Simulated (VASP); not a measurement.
Input of a VASP 6.6.1 run:

File INCAR:

```
PREC     = Accurate       # precision mode
ENCUT    = 520            # plane-wave cutoff, eV
EDIFF    = 1E-7           # SCF threshold, eV
ISMEAR   = -1             # smearing method
SIGMA    = 0.02           # smearing width, eV
LREAL    = Auto         
LASPH    = True           # aspherical terms in the spheres
NELM     = 80             # most SCF steps
ALGO     = Normal         # electronic algorithm
ISIF     = 2              # what is computed and relaxed
LWAVE    = False          # write WAVECAR
LCHARG   = False          # write CHGCAR
GGA      = PE             # functional
NBANDS   = 74             # bands
```

The input KPOINTS:

```
Automatic mesh
0
Gamma
  2 2 1
```

POSCAR

```
Si10H5Cl
1.0
    7.6791800000      0.0000000000      0.0000000000
    0.0000000000      7.6791800000      0.0000000000
    0.0000000000      0.0000000000     18.2543620000
H Si Cl
10 20 2
Direct
    0.4093920184      0.0000000000      0.0547814270
    0.0906079816      0.0000000000      0.0547814270
    0.9093920184      0.0000000000      0.0547814270
    0.5906079816      0.0000000000      0.0547814270
    0.4093920184      0.5000000000      0.0547814270
    0.0906079816      0.5000000000      0.0547814270
    0.9093920184      0.5000000000      0.0547814270
    0.5906079816      0.5000000000      0.0547814270
    0.2481883482      0.4670334593      0.4708638954
    0.7483692269      0.4991772559      0.4697928638
    0.2500000000      0.0000000000      0.1021947521
    0.7500000000      0.0000000000      0.1021947521
    0.2500000000      0.5000000000      0.1021947521
    0.7500000000      0.5000000000      0.1021947521
    0.2449679523      0.2497312213      0.1740327052
    0.7439109384      0.2501144653      0.1732644504
    0.2483687060      0.7515647504      0.1794500953
    0.7473699015      0.7505106014      0.1787162981
   -0.0088082321      0.2529763595      0.2458550455
    0.4935857735      0.2516708815      0.2469710527
   -0.0046583099      0.7529566959      0.2556382414
    0.4980405460      0.7542994174      0.2567673962
   -0.0223772590      0.0124903961      0.3261333373
    0.4935249597      0.0133320224      0.3296440051
   -0.0036308564      0.4934822468      0.3258367507
    0.4989502785      0.4932484979      0.3260614641
    0.2234385703      0.1053577335      0.3884949252
    0.7314592183      0.1090096859      0.4003912051
    0.2475630211      0.4159272214      0.3916777261
    0.7481402962      0.4214365336      0.3944193174
    0.6010351366      1.0646954493      0.5021180143
    1.0585329423      1.0756332056      0.4924281112
```

Potentials or basis: VASP PAW PBE potentials, release 64 (H, Si, Cl).

The run is started by

```sh
$ cat potpaw_PBE.64/H/POTCAR potpaw_PBE.64/Si/POTCAR potpaw_PBE.64/Cl/POTCAR > POTCAR
$ mpirun -np 1 vasp_std > vasp.out
```

Problem. Estimate the band gap on the k mesh.

Solution. 1.40 eV (least direct gap 1.57 eV).

Problem. What does it give for the largest force?

Solution. 1.223 eV/Å.

Forces in eV/Å, atoms in the order of the input:
```
H   -0.614 -0.050  0.025
H    0.637 -0.080 -0.015
H   -0.616 -0.051  0.022
H    0.642 -0.084 -0.028
H   -0.598  0.057  0.041
H    0.639  0.107 -0.024
H   -0.601  0.051  0.041
H    0.651  0.115 -0.060
H   -0.020  0.095 -0.017
H   -0.018 -0.055 -0.001
Si  -0.071 -0.181  0.000
Si  -0.090 -0.211 -0.063
Si  -0.142  0.230  0.114
Si  -0.247  0.230 -0.044
Si  -0.056 -0.001 -0.001
Si  -0.069  0.007 -0.006
Si  -0.017  0.003  0.005
Si  -0.029  0.008  0.006
Si  -0.094  0.008 -0.030
Si  -0.080 -0.006 -0.001
Si  -0.039 -0.003 -0.001
Si  -0.041  0.014  0.031
Si  -0.031  0.029 -0.065
Si  -0.284  0.039  0.026
Si  -0.013 -0.006 -0.010
Si  -0.039 -0.011 -0.004
Si  -0.313 -0.027  0.525
Si  -0.229 -0.017 -0.301
Si  -0.029  0.003  0.011
Si  -0.019  0.019 -0.021
Cl   0.624 -0.176  0.048
Cl   1.205 -0.055 -0.204
```

Caveat: there is no dipole correction, which matters where the two faces differ.
